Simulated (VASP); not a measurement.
# SiC (F-43m) in VASP: a series of runs

SiC is run at these levels: r2SCAN; tasks: single point.

Program: VASP 6.6.1. These are calculated values, not measurements. Logs are shortened: lines on timing, memory, paths and dates and some standing lists are left out, and cuts for length are marked.

### 1 The cell of the first run

Symmetry: F-43m, No. 216, cubic system. Conventional cell: a = 3.979 Å, b = 3.979 Å, c = 3.979 Å, α = 90.00°, β = 90.00°, γ = 90.00°. Si (site symmetry -43m) has 4 C at 1.72 Å within 2.3 Å. C (site symmetry -43m) has 4 Si at 1.72 Å within 2.3 Å.

### 2 Single point, r2SCAN (7.87 Å³/atom)

Contents of POSCAR:

```
SiC
1.0
    0.0000000000      1.9894255490      1.9894255490
    1.9894255490      0.0000000000      1.9894255490
    1.9894255490      1.9894255490      0.0000000000
Si C
1 1
Direct
    0.0000000000      0.0000000000      0.0000000000
    0.2500000000      0.2500000000      0.2500000000
```

Contents of INCAR.step1:

```
PREC     = Accurate       # precision mode
ENCUT    = 660            # plane-wave cutoff, eV
ISMEAR   = 0              # smearing method
SIGMA    = 0.01           # smearing width, eV
LREAL    = F              # projectors in reciprocal space
LASPH    = T              # aspherical terms in the spheres
NELM     = 120            # most SCF steps
NBANDS   = 11             # bands
GGA      = PE             # functional
ALGO     = Normal         # electronic algorithm
EDIFF    = 1E-5           # SCF threshold, eV
LWAVE    = T              # write WAVECAR
LCHARG   = F              # write CHGCAR
GGA_COMPAT= F
```

Contents of INCAR.step2:

```
PREC     = Accurate       # precision mode
ENCUT    = 660            # plane-wave cutoff, eV
EDIFF    = 1E-6           # SCF threshold, eV
ISMEAR   = 0              # smearing method
SIGMA    = 0.01           # smearing width, eV
LREAL    = F              # projectors in reciprocal space
LASPH    = T              # aspherical terms in the spheres
NELM     = 120            # most SCF steps
ALGO     = Normal         # electronic algorithm
ISIF     = 2              # what is computed and relaxed
LWAVE    = F              # write WAVECAR
LCHARG   = T              # write CHGCAR
METAGGA  = R2SCAN         # meta-GGA
LMIXTAU  = T            
LELF     = T              # ELF
LVHAR    = T            
NBANDS   = 11             # bands
ISTART   = 1            
GGA_COMPAT= F
```

Contents of KPOINTS:

```
Automatic mesh
0
Gamma
  10 10 10
```

Potentials or basis: VASP PAW PBE potentials, release 64 (Si, C).

Launch:

```console
$ cat potpaw_PBE.64/Si/POTCAR potpaw_PBE.64/C/POTCAR > POTCAR
$ cp INCAR.step1 INCAR
$ mpirun -np 1 vasp_std > vasp.out
$ cp INCAR.step2 INCAR
$ mpirun -np 1 vasp_std > vasp.out
```

OUTCAR:

```text
PREC = Accurate
   ENCUT = 660
   EDIFF = 1E-6
   ISMEAR = 0
   LREAL = F
   LASPH = T
   NELM = 120
   ISIF = 2
   METAGGA = R2SCAN
   ISTART = 1

 ion  position               nearest neighbor table
   1  0.000  0.000  0.000-   2 1.72   2 1.72   2 1.72   2 1.72
   2  0.250  0.250  0.250-   1 1.72   1 1.72   1 1.72   1 1.72

  LATTYP: Found a face centered cubic cell.
 ALAT       =     3.9788510980

  Lattice vectors:

 A1 = (   0.0000000000,   1.9894255490,   1.9894255490)
 A2 = (   1.9894255490,   0.0000000000,   1.9894255490)
 A3 = (   1.9894255490,   1.9894255490,   0.0000000000)

Analysis of symmetry for initial positions (statically):
=====================================================================
 Subroutine PRICEL returns:
 Original cell was already a primitive cell.

 Routine SETGRP: Setting up the symmetry group for a
 face centered cubic supercell.

 Subroutine GETGRP returns: Found 24 space group operations
 (whereof 24 operations were pure point group operations)
 out of a pool of 48 trial point group operations.

The static configuration has the point symmetry T_d .

Analysis of symmetry for dynamics (positions and initial velocities):
=====================================================================
 Subroutine PRICEL returns:
 Original cell was already a primitive cell.

 Routine SETGRP: Setting up the symmetry group for a
 face centered cubic supercell.

 Subroutine GETGRP returns: Found 24 space group operations
 (whereof 24 operations were pure point group operations)
 out of a pool of 48 trial point group operations.

The dynamic configuration has the point symmetry T_d .

 Subroutine INISYM returns: Found 24 space group operations
 (whereof 24 operations are pure point group operations),
 and found     1 'primitive' translations

----------------------------------------------------------------------------------------

                                     Primitive cell

  volume of cell :      15.7476

  direct lattice vectors                    reciprocal lattice vectors
     0.000000000  1.989425549  1.989425549    -0.251328832  0.251328832  0.251328832
     1.989425549  0.000000000  1.989425549     0.251328832 -0.251328832  0.251328832
     1.989425549  1.989425549  0.000000000     0.251328832  0.251328832 -0.251328832

  length of vectors
     2.813472593  2.813472593  2.813472593     0.435314307  0.435314307  0.435314307

  position of ions in fractional coordinates (direct lattice)
     0.000000000  0.000000000  0.000000000
     0.250000000  0.250000000  0.250000000

  ion indices of the primitive-cell ions
   primitive index   ion index
                 1           1
                 2           2

----------------------------------------------------------------------------------------

 KPOINTS: Automatic mesh

Automatic generation of k-mesh.
 Grid dimensions read from file:
 generate k-points for:   10   10   10

 Generating k-lattice:

  Cartesian coordinates                     Fractional coordinates (reciprocal lattice)
    -0.025132883  0.025132883  0.025132883     0.100000000  0.000000000  0.000000000
     0.025132883 -0.025132883  0.025132883     0.000000000  0.100000000  0.000000000
     0.025132883  0.025132883 -0.025132883     0.000000000  0.000000000  0.100000000

  Length of vectors
     0.043531431  0.043531431  0.043531431

  Shift w.r.t. Gamma in fractional coordinates (k-lattice)
     0.000000000  0.000000000  0.000000000

 Subroutine IBZKPT returns following result:
 ===========================================

 Found     47 irreducible k-points:

 Following reciprocal coordinates:
            Coordinates               Weight
  0.000000  0.000000  0.000000      1.000000
  0.100000  0.000000  0.000000      8.000000
  0.200000  0.000000  0.000000      8.000000
  0.300000  0.000000  0.000000      8.000000
  0.400000  0.000000  0.000000      8.000000
  0.500000  0.000000  0.000000      4.000000
[... 16 lines left out ...]
  0.300000  0.300000  0.000000      6.000000
  0.400000  0.300000  0.000000     24.000000
 [... further k-points ...]
   k-points           NKPTS =     47   k-points in BZ     NKDIM =     47   number of bands    NBANDS=     11
   number of dos      NEDOS =    301   number of ions     NIONS =      2
   total plane-waves  NPLWV =  13824
   dimension x,y,z NGX =    24 NGY =   24 NGZ =   24
   dimension x,y,z NGXF=    48 NGYF=   48 NGZF=   48
   ions per type =               1   1
   NGX,Y,Z   is equivalent  to a cutoff of  14.18, 14.18, 14.18 a.u.
   NGXF,Y,Z  is equivalent  to a cutoff of  28.36, 28.36, 28.36 a.u.
 SYSTEM =  unknown system
   PREC   = accura    normal or accurate (medium, high low for compatibility)
   ISTART =      1    job   : 0-new  1-cont  2-samecut
   ICHARG =      0    charge: 1-file 2-atom 10-const
   ISPIN  =      1    spin polarized calculation?
   LNONCOLLINEAR =      F non collinear calculations
   LSORBIT =      F    spin-orbit coupling
   LASPH  =      T    aspherical Exc in radial PAW
   ENCUT  =  660.0 eV  48.51 Ry    6.96 a.u.   5.89  5.89  5.89*2*pi/ulx,y,z
   NELM   =    120;   NELMIN=  2; NELMDL=  0     # of ELM steps
   EDIFF  = 0.1E-05   stopping-criterion for ELM
   LREAL  =      F    real-space projection
[... 7 lines left out ...]
   TEBEG  =    0.0;   TEEND  =   0.0 temperature during run
   PSTRESS=    0.0 pullay stress
   NELECT =       8.0000    total number of electrons
   NUPDOWN=      -1.0000    fix difference up-down
   EMIN   =  10.00;   EMAX   =-10.00  energy-range for DOS
   EFERMI =   0.00;   METHOD = LEGACY
   ISMEAR =     0;   SIGMA  =   0.01  broadening in eV -4-tet -1-fermi 0-gaus
   EFERMI_NEDOS =   21; number of points for ismear=-14 and -15
   IALGO  =     38    algorithm
   IMIX   =      4    mixing-type and parameters
     AMIX     =   0.40;   BMIX     =  1.00
     AMIX_MAG =   1.60;   BMIX_MAG =  1.00
  volume/ion in A,a.u.               =       7.87        53.13
  Fermi-wavevector in a.u.,A,eV,Ry     =   1.306273  2.468497 23.216274  1.706348
  Thomas-Fermi vector in A             =   2.437086
   LORBIT       =      0    0 simple, 1 ext, 2 COOP (PROOUT), +10 PAW based schemes
   METAGGA = R2SCAN    functional components
   LHFCALC =     F    Hartree Fock is set to
   AEXX    =    0.0000 exact exchange contribution
   IVDW    =     0    specifies the selected vdW correction
   LEPSILON=     F    determine dielectric tensor
   LRPA    =     F    only Hartree local field effects (RPA)
 non-spin polarized calculation
 Gauss-broadening in eV      SIGMA  =   0.01
  energy-cutoff  :      660.00
  volume of cell :       15.75
 maximum number of plane-waves:       620
   NGX = 11   NGY = 11   NGZ = 11

 number of electron       8.0000000 magnetization

 Free energy of the ion-electron system (eV)
  ---------------------------------------------------
  ext. energy  EPLUGINS =         0.00000000
  ---------------------------------------------------
  free energy    TOTEN  =       -18.06486966 eV

  energy without entropy =      -18.06486966  energy(sigma->0) =      -18.06486966

 E-fermi :  11.4072     XC(G=0): -13.2046

 val. band max:       11.3254539498   @ k =   0.0000   0.0000   0.0000
 cond. band min:      12.8286762259   @ k =   0.5000   0.5000   0.0000
 fundamental gap:      1.5032222761
 Fermi energy:        11.4071634025

 k-point     1 :       0.0000    0.0000    0.0000
  band No.  band energies     occupation
      1      -7.1835      2.00000
      2      11.3254      2.00000
      3      11.3255      2.00000
      4      11.3255      2.00000
      5      21.5168      0.00000
      6      21.5168      0.00000
      7      21.5168      0.00000
      8      21.7092      0.00000
      9      28.3897      0.00000
     10      28.3897      0.00000
     11      32.2814      0.00000

 k-point     2 :       0.1000    0.0000    0.0000
  band No.  band energies     occupation
      1      -6.9342      2.00000
      2      10.2215      2.00000
      3      11.1846      2.00000
      4      11.1846      2.00000
      5      21.2191      0.00000
      6      21.8197      0.00000
      7      21.8197      0.00000
      8      22.5735      0.00000
      9      27.2033      0.00000
     10      27.2033      0.00000
     11      31.3301      0.00000

 k-point     3 :       0.2000    0.0000    0.0000
  band No.  band energies     occupation
      1      -6.1953      2.00000
      2       7.7424      2.00000
      3      10.8573      2.00000
      4      10.8573      2.00000
      5      20.8056      0.00000
      6      22.0658      0.00000
      7      22.0658      0.00000
      8      23.8627      0.00000
      9      26.5203      0.00000
     10      26.5203      0.00000
     11      30.5427      0.00000

 k-point     4 :       0.3000    0.0000    0.0000
  band No.  band energies     occupation
      1      -5.0025      2.00000
      2       4.9148      2.00000
      3      10.5162      2.00000
      4      10.5162      2.00000
      5      20.4409      0.00000
      6      21.4013      0.00000
      7      21.4013      0.00000
      8      24.3593      0.00000
      9      28.0096      0.00000
     10      28.0096      0.00000
     11      30.9816      0.00000
[... 239 lines left out ...]
 k-point    22 :      -0.2000    0.2000    0.0000
  band No.  band energies     occupation
      1      -4.6064      2.00000
      2       5.8154      2.00000
      3       7.5063      2.00000
      4      10.6836      2.00000
      5      19.9228      0.00000
      6      22.3106      0.00000
      7      22.4902      0.00000
      8      24.2719      0.00000
      9      25.0360      0.00000
     10      31.2189      0.00000
     11      34.8593      0.00000

 k-point    23 :       0.3000    0.3000    0.0000
  band No.  band energies     occupation
      1      -4.2762      2.00000
      2       6.6369      2.00000
      3       8.4871      2.00000
      4       8.4871      2.00000
      5      15.4505      0.00000
      6      18.7407      0.00000
      7      26.8612      0.00000
      8      26.8612      0.00000
      9      28.6741      0.00000
     10      31.7378      0.00000
     11      37.8804      0.00000

 k-point    24 :       0.4000    0.3000    0.0000
  band No.  band energies     occupation
      1      -3.1502      2.00000
      2       5.1168      2.00000
      3       7.5323      2.00000
      4       8.1725      2.00000
      5      14.8798      0.00000
      6      18.8694      0.00000
      7      27.0764      0.00000
      8      27.2841      0.00000
      9      30.0857      0.00000
     10      33.3914      0.00000
     11      38.1646      0.00000

 [... further k-points ...]

------------------------ aborting loop because EDIFF is reached ----------------------------------------

  FORCE on cell =-STRESS in cart. coord.  units (eV):
  Direction    XX          YY          ZZ          XY          YZ          ZX
  --------------------------------------------------------------------------------------
  -------------------------------------------------------------------------------------
  Total       10.0509987     10.0509987     10.0509987      0.0000000      0.0000000     -0.0000000
  in kB     1022.6022142   1022.6022142   1022.6022142      0.0000000      0.0000000     -0.0000000
  external PRESSURE =    1022.6022142 kB  Pullay stress =       0.0000000 kB

 VOLUME and BASIS-vectors are now :
 -----------------------------------------------------------------------------
  energy-cutoff  :      660.00
  volume of cell :       15.75
      direct lattice vectors                 reciprocal lattice vectors
     0.000000000  1.989425549  1.989425549    -0.251328832  0.251328832  0.251328832
     1.989425549  0.000000000  1.989425549     0.251328832 -0.251328832  0.251328832
     1.989425549  1.989425549  0.000000000     0.251328832  0.251328832 -0.251328832

 POSITION                                       TOTAL-FORCE (eV/Angst)
 -----------------------------------------------------------------------------------
      0.00000      0.00000      0.00000        -0.000000     -0.000000     -0.000000
      0.99471      0.99471      0.99471         0.000000      0.000000      0.000000
 -----------------------------------------------------------------------------------
    total drift:                               -0.000000     -0.000000     -0.000000

  FREE ENERGIE OF THE ION-ELECTRON SYSTEM (eV)
  ---------------------------------------------------
  free  energy   TOTEN  =       -18.0648696648 eV

  energy  without entropy=      -18.0648696648  energy(sigma->0) =      -18.06486966
```

Run time: 14 s. Hardware: 1 thread of Intel Xeon 6975P-C (Granite Rapids), shared host; peak memory 0.14 GiB.

What came out:

| Quantity | Value |
| --- | --- |
| Free energy | -18.0649 eV |
| Pressure | 102.3 GPa |
| Band gap on the k mesh | 1.50 eV (least direct gap 5.35 eV) |

Levels at points of the mesh, in eV from the valence-band top:
```
           k point  band 1  band 2  band 3  band 4  band 5  band 6  band 7  band 8
(0.00, 0.00, 0.00)  -18.51    0.00    0.00    0.00   10.19   10.19   10.19   10.38
(0.50, 0.00, 0.00)  -13.75  -10.46   -1.13   -1.13    8.84    9.05    9.05   12.67
(0.50, 0.50, 0.00)  -11.98   -9.05   -3.84   -3.84    1.50    6.05   18.75   18.75
```

Caveat: the cell stands under pressure; the PAW data sets were made with another functional, which shifts forces and pressure a little. A k mesh can miss the band edges.

### 3 Single point, r2SCAN (8.29 Å³/atom)

This run uses another cell than the first one, of 8.29 Å³/atom.

Contents of POSCAR:

```
SiC
1.0
    0.0000000000      2.0237327315      2.0237327315
    2.0237327315      0.0000000000      2.0237327315
    2.0237327315      2.0237327315      0.0000000000
Si C
1 1
Direct
    0.0000000000      0.0000000000      0.0000000000
    0.2500000000      0.2500000000      0.2500000000
```

Contents of INCAR.step1:

```
SYSTEM = SiC
PREC = Accurate
ENCUT = 660
ISMEAR = 0
SIGMA = 0.01
LREAL = .False.
LASPH = .True.
NELM = 120
NBANDS = 11
GGA = PE
ALGO = Normal
EDIFF = 1E-5
LWAVE = .True.
LCHARG = .False.
GGA_COMPAT = .False.
```

Contents of INCAR.step2:

```
SYSTEM = SiC
PREC = Accurate
ENCUT = 660
EDIFF = 1E-6
ISMEAR = 0
SIGMA = 0.01
LREAL = .False.
LASPH = .True.
NELM = 120
ALGO = Normal
ISIF = 2
LWAVE = .False.
LCHARG = .True.
METAGGA = R2SCAN
LMIXTAU = .True.
LELF = .True.
LVHAR = .True.
NBANDS = 11
ISTART = 1
GGA_COMPAT = .False.
```

Contents of KPOINTS:

```
Automatic mesh
0
Gamma
  10 10 10
  0 0 0
```

Potentials or basis: VASP PAW PBE potentials, release 64 (Si, C).

Launch:

```console
$ cat potpaw_PBE.64/Si/POTCAR potpaw_PBE.64/C/POTCAR > POTCAR
$ cp INCAR.step1 INCAR
$ mpirun -np 1 vasp_std > vasp.out
$ cp INCAR.step2 INCAR
$ mpirun -np 1 vasp_std > vasp.out
```

It took 16 s on 1 thread of Intel Xeon 6975P-C (Granite Rapids), shared host; peak memory 0.14 GiB.

The run converged. Its results:

```
Free energy            : -18.5234 eV
Pressure               : 75.4 GPa
Band gap on the k mesh : 1.55 eV (least direct gap 5.30 eV)
```

Levels at points of the mesh, in eV from the valence-band top:
| k point | band 1 | band 2 | band 3 | band 4 | band 5 | band 6 | band 7 | band 8 | band 9 |
| --- | --- | --- | --- | --- | --- | --- | --- | --- | --- |
| (0.00, 0.00, 0.00) | -18.05 | 0.00 | 0.00 | 0.00 | 9.70 | 9.70 | 9.70 | 9.70 | 16.69 |
| (0.50, 0.00, 0.00) | -13.52 | -10.13 | -1.13 | -1.13 | 8.27 | 8.79 | 8.79 | 12.34 | 20.73 |
| (0.50, 0.50, 0.00) | -11.81 | -8.84 | -3.75 | -3.75 | 1.55 | 5.79 | 18.03 | 18.03 | 19.54 |

Caveat: the cell stands under pressure; the PAW data sets were made with another functional, which shifts forces and pressure a little.
